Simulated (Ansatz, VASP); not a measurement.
**Hf3Si2F in VASP and in Ansatz**

```
Hf Si F
1.0
     5.43723    0.00000    0.00000
    -2.71862    4.70878    0.00000
     0.00000    0.00000    6.20722
Hf Si F
3 2 1
Cartesian
  2.7186 0.0000 3.1036
  -1.3593 2.3544 3.1036
  1.3593 2.3544 3.1036
  0.0000 0.0000 1.8600
  0.0000 0.0000 4.3473
  0.0000 0.0000 0.0000
```

Alike in both runs: functional PBE; k mesh 6 × 6 × 4; occupations gaussian, width 0.1 eV; no spin polarisation.

Ansatz relaxed the structure, and its values are those at the end. VASP's run is a single point on that final structure, the one shown.

```csv
,VASP,Ansatz
version,VASP 6.6.1,Ansatz 0.2.0
potentials or method,"VASP PAW PBE potentials, release 64 (Hf_pv, Si, F), cutoff 520 eV","scalar-relativistic, plane waves, PAW"
valence electrons in the cell,45,93
```

|  | VASP | Ansatz | Ansatz less VASP |
| --- | --- | --- | --- |
| gap on the k mesh at the Fermi level (eV) | none | none | - |
| pressure (GPa) | -0.3 | -0.1 | +0.19 |
| rms of the force components (eV/Å) | 0.019 | 0.002 | -0.0162 |

A gap of «none» marks a metal or a gap that the smearing closes. The functional is the same, so the differences come from potentials, cutoffs and numerics. VASP's potentials hold 45 valence electrons a cell and Ansatz's 93, so a difference there can come from the potentials and not from the codes.

Neither program's run includes spin-orbit coupling.
